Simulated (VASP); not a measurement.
# Ba (Fm-3m) in VASP: notebook, part 2 of 2

VASP 6.6.1.

### 5 Single point, LDA (51.55 Å³/atom)

This run uses another cell than the first one, of 51.55 Å³/atom.

The input, INCAR:

```
SYSTEM = Ba
PREC     = Accurate       ! precision mode
ENCUT    = 520            ! plane-wave cutoff, eV
EDIFF    = 1E-6           ! SCF threshold, eV
ISMEAR   = -1             ! smearing method
SIGMA    = 0.1            ! smearing width, eV
LREAL    = .False.        ! projectors in reciprocal space
LASPH    = .True.         ! aspherical terms in the spheres
NELM     = 100            ! most SCF steps
ALGO     = Normal         ! electronic algorithm
ISIF     = 2              ! what is computed and relaxed
LWAVE    = .False.        ! write WAVECAR
LCHARG   = .True.         ! write CHGCAR
GGA      = CA             ! functional
LELF     = .True.         ! ELF
LVHAR    = .True.       
NBANDS   = 11             ! bands
```

The input, KPOINTS:

```
Automatic mesh
0
Gamma
  10 10 10
  0 0 0
```

The input, POSCAR:

```
Ba
1.0
    0.0000000000      2.9538745243      2.9538745243
    2.9538745243      0.0000000000      2.9538745243
    2.9538745243      2.9538745243      0.0000000000
Ba
1
Direct
    0.0000000000      0.0000000000      0.0000000000
```

Potentials or basis: VASP PAW LDA potentials, release 64 (Ba_sv).

The run is started by

```
$ cat potpaw_LDA.64/Ba_sv/POTCAR > POTCAR
$ mpirun -np 1 vasp_std > vasp.out
```

OUTCAR:

```text
SYSTEM = Ba
   PREC = Accurate
   ENCUT = 520
   EDIFF = 1E-6
   ISMEAR = -1
   LREAL = .False.
   LASPH = .True.
   NELM = 100
   ISIF = 2
   GGA = CA

 ion  position               nearest neighbor table
   1  0.000  0.000  0.000-

  LATTYP: Found a face centered cubic cell.
 ALAT       =     5.9077490486

  Lattice vectors:

 A1 = (   0.0000000000,   2.9538745243,   2.9538745243)
 A2 = (   2.9538745243,   0.0000000000,   2.9538745243)
 A3 = (   2.9538745243,   2.9538745243,   0.0000000000)

Analysis of symmetry for initial positions (statically):
=====================================================================
 Subroutine PRICEL returns:
 Original cell was already a primitive cell.

 Routine SETGRP: Setting up the symmetry group for a
 face centered cubic supercell.

 Subroutine GETGRP returns: Found 48 space group operations
 (whereof 48 operations were pure point group operations)
 out of a pool of 48 trial point group operations.

The static configuration has the point symmetry O_h .

Analysis of symmetry for dynamics (positions and initial velocities):
=====================================================================
 Subroutine PRICEL returns:
 Original cell was already a primitive cell.

 Routine SETGRP: Setting up the symmetry group for a
 face centered cubic supercell.

 Subroutine GETGRP returns: Found 48 space group operations
 (whereof 48 operations were pure point group operations)
 out of a pool of 48 trial point group operations.

The dynamic configuration has the point symmetry O_h .

 Subroutine INISYM returns: Found 48 space group operations
 (whereof 48 operations are pure point group operations),
 and found     1 'primitive' translations

----------------------------------------------------------------------------------------

                                     Primitive cell

  volume of cell :      51.5473

  direct lattice vectors                    reciprocal lattice vectors
     0.000000000  2.953874524  2.953874524    -0.169269208  0.169269208  0.169269208
     2.953874524  0.000000000  2.953874524     0.169269208 -0.169269208  0.169269208
     2.953874524  2.953874524  0.000000000     0.169269208  0.169269208 -0.169269208

  length of vectors
     4.177409414  4.177409414  4.177409414     0.293182868  0.293182868  0.293182868

  position of ions in fractional coordinates (direct lattice)
     0.000000000  0.000000000  0.000000000

  ion indices of the primitive-cell ions
   primitive index   ion index
                 1           1

----------------------------------------------------------------------------------------

 KPOINTS: Automatic mesh

Automatic generation of k-mesh.
 Grid dimensions read from file:
 generate k-points for:   10   10   10

 Generating k-lattice:

  Cartesian coordinates                     Fractional coordinates (reciprocal lattice)
    -0.016926921  0.016926921  0.016926921     0.100000000  0.000000000  0.000000000
     0.016926921 -0.016926921  0.016926921     0.000000000  0.100000000  0.000000000
     0.016926921  0.016926921 -0.016926921     0.000000000  0.000000000  0.100000000

  Length of vectors
     0.029318287  0.029318287  0.029318287

  Shift w.r.t. Gamma in fractional coordinates (k-lattice)
     0.000000000  0.000000000  0.000000000

 Subroutine IBZKPT returns following result:
 ===========================================

 Found     47 irreducible k-points:

 Following reciprocal coordinates:
            Coordinates               Weight
  0.000000  0.000000  0.000000      1.000000
  0.100000  0.000000  0.000000      8.000000
  0.200000  0.000000  0.000000      8.000000
  0.300000  0.000000  0.000000      8.000000
  0.400000  0.000000  0.000000      8.000000
  0.500000  0.000000  0.000000      4.000000
[... 16 lines left out ...]
  0.300000  0.300000  0.000000      6.000000
  0.400000  0.300000  0.000000     24.000000
 [... further k-points ...]
   k-points           NKPTS =     47   k-points in BZ     NKDIM =     47   number of bands    NBANDS=     11
   number of dos      NEDOS =    301   number of ions     NIONS =      1
   total plane-waves  NPLWV =  32768
   dimension x,y,z NGX =    32 NGY =   32 NGZ =   32
   dimension x,y,z NGXF=    64 NGYF=   64 NGZF=   64
   ions per type =               1
   NGX,Y,Z   is equivalent  to a cutoff of  12.73, 12.73, 12.73 a.u.
   NGXF,Y,Z  is equivalent  to a cutoff of  25.47, 25.47, 25.47 a.u.
 SYSTEM =  Ba
   PREC   = accura    normal or accurate (medium, high low for compatibility)
   ISTART =      0    job   : 0-new  1-cont  2-samecut
   ICHARG =      2    charge: 1-file 2-atom 10-const
   ISPIN  =      1    spin polarized calculation?
   LNONCOLLINEAR =      F non collinear calculations
   LSORBIT =      F    spin-orbit coupling
   LASPH  =      T    aspherical Exc in radial PAW
   ENCUT  =  520.0 eV  38.22 Ry    6.18 a.u.   7.77  7.77  7.77*2*pi/ulx,y,z
   NELM   =    100;   NELMIN=  2; NELMDL= -5     # of ELM steps
   EDIFF  = 0.1E-05   stopping-criterion for ELM
   LREAL  =      F    real-space projection
   EDIFFG = 0.1E-04   stopping-criterion for IOM
   NSW    =      0    number of steps for IOM
   IBRION =     -1    ionic relax: 0-MD 1-quasi-New 2-CG
   NFREE  =      0    steps in history (QN), initial steepest desc. (CG)
   ISIF   =      2    stress and relaxation
   ISYM   =      2    0-nonsym 1-usesym 2-fastsym
   POTIM  = 0.5000    time-step for ionic-motion
   TEBEG  =    0.0;   TEEND  =   0.0 temperature during run
   PSTRESS=    0.0 pullay stress
   NELECT =      10.0000    total number of electrons
   NUPDOWN=      -1.0000    fix difference up-down
   EMIN   =  10.00;   EMAX   =-10.00  energy-range for DOS
   EFERMI =   0.00;   METHOD = LEGACY
   ISMEAR =    -1;   SIGMA  =   0.10  broadening in eV -4-tet -1-fermi 0-gaus
   EFERMI_NEDOS =   21; number of points for ismear=-14 and -15
   IALGO  =     38    algorithm
   IMIX   =      4    mixing-type and parameters
     AMIX     =   0.40;   BMIX     =  1.00
     AMIX_MAG =   1.60;   BMIX_MAG =  1.00
  volume/ion in A,a.u.               =      51.55       347.86
  Fermi-wavevector in a.u.,A,eV,Ry     =   0.947704  1.790901 12.219980  0.898143
  Thomas-Fermi vector in A             =   2.075823
   LORBIT       =      0    0 simple, 1 ext, 2 COOP (PROOUT), +10 PAW based schemes
   GGA     = CA    functional components
   LHFCALC =     F    Hartree Fock is set to
   AEXX    =    0.0000 exact exchange contribution
   IVDW    =     0    specifies the selected vdW correction
   LEPSILON=     F    determine dielectric tensor
   LRPA    =     F    only Hartree local field effects (RPA)
 non-spin polarized calculation
  energy-cutoff  :      520.00
  volume of cell :       51.55
 maximum number of plane-waves:      1411
   NGX = 15   NGY = 15   NGZ = 15

 number of electron      10.0000000 magnetization

 Free energy of the ion-electron system (eV)
  ---------------------------------------------------
  ext. energy  EPLUGINS =         0.00000000
  ---------------------------------------------------
  free energy    TOTEN  =        -2.25876532 eV

  energy without entropy =       -2.20705009  energy(sigma->0) =       -2.23290771

 E-fermi :   2.1651     XC(G=0):  -8.2918

 val. band max:        2.1469795973   @ k =  -0.3000   0.4000   0.2000
 cond. band min:       2.1765126269   @ k =   0.4000   0.3000   0.0000
 fundamental gap:      0.0295330296
 Fermi energy:         2.1651260940

 k-point     1 :       0.0000    0.0000    0.0000
  band No.  band energies     occupation
      1     -26.3490      2.00000
      2     -11.1477      2.00000
      3     -11.1477      2.00000
      4     -11.1477      2.00000
      5      -0.6619      2.00000
      6       4.1037      0.00000
      7       4.1037      0.00000
      8       4.1037      0.00000
      9       6.0776      0.00000
     10       6.0776      0.00000
     11       8.6773      0.00000
[... 309 lines left out ...]
 k-point    24 :       0.4000    0.3000    0.0000
  band No.  band energies     occupation
      1     -26.2459      2.00000
      2     -11.8197      2.00000
      3     -11.4170      2.00000
      4     -11.3870      2.00000
      5       1.3730      1.99927
      6       2.1765      0.94313
      7       3.9459      0.00000
      8       5.9132      0.00000
      9       6.5972      0.00000
     10       7.5194      0.00000
     11      10.5669      0.00000

 [... further k-points ...]

------------------------ aborting loop because EDIFF is reached ----------------------------------------

  FORCE on cell =-STRESS in cart. coord.  units (eV):
  Direction    XX          YY          ZZ          XY          YZ          ZX
  --------------------------------------------------------------------------------------
  -------------------------------------------------------------------------------------
  Total        0.1556499      0.1556499      0.1556499      0.0000000      0.0000000     -0.0000000
  in kB        4.8378615      4.8378615      4.8378615      0.0000000      0.0000000     -0.0000000
  external PRESSURE =       4.8378615 kB  Pullay stress =       0.0000000 kB

 VOLUME and BASIS-vectors are now :
 -----------------------------------------------------------------------------
  energy-cutoff  :      520.00
  volume of cell :       51.55
      direct lattice vectors                 reciprocal lattice vectors
     0.000000000  2.953874524  2.953874524    -0.169269208  0.169269208  0.169269208
     2.953874524  0.000000000  2.953874524     0.169269208 -0.169269208  0.169269208
     2.953874524  2.953874524  0.000000000     0.169269208  0.169269208 -0.169269208

 POSITION                                       TOTAL-FORCE (eV/Angst)
 -----------------------------------------------------------------------------------
      0.00000      0.00000      0.00000         0.000000      0.000000      0.000000
 -----------------------------------------------------------------------------------
    total drift:                                0.000000      0.000000     -0.000000

  FREE ENERGIE OF THE ION-ELECTRON SYSTEM (eV)
  ---------------------------------------------------
  free  energy   TOTEN  =        -2.2587653219 eV

  energy  without entropy=       -2.2070500940  energy(sigma->0) =       -2.23290771
```

It took 23 s on 1 thread of Intel Xeon Platinum 8259CL at 2.50GHz (Skylake/Cascade Lake), shared host; peak memory 0.16 GiB.

What came out:

```
Free energy            : -2.2588 eV
Pressure               : 0.5 GPa
Band gap on the k mesh : zero (bands 5 and 6 overlap by 0.53 eV)
```

Caveat: spin-orbit coupling is left out, which moves the levels of the heavy elements.

### 6 The runs side by side

| cell | k mesh | gap on the mesh (eV) | pressure (GPa) |
| --- | --- | --- | --- |
| a = 4.235 Å, angles 60.0°, 1 atom | 9 × 9 × 9 | none | 0.1 |
| a = 4.058 Å, angles 60.0°, 1 atom | 10 × 10 × 10 | none | 1.5 |
| a = 4.119 Å, angles 60.0°, 1 atom | 10 × 10 × 10 | none | 1.0 |
| a = 4.177 Å, angles 60.0°, 1 atom | 10 × 10 × 10 | none | 0.5 |

Alike in all rows: task single point; level LDA; potentials or basis VASP PAW LDA potentials, release 64 (Ba_sv); no spin polarisation; cutoff (eV) 520; smearing fermi-dirac 0.1 eV.

Caveats: spin-orbit coupling is left out, which moves the levels of the heavy elements.

Total energies depend on the potentials used, so only differences within one code and one set of settings carry meaning.

The gap in the log of VASP goes by the Fermi energy; the results here count the filled bands.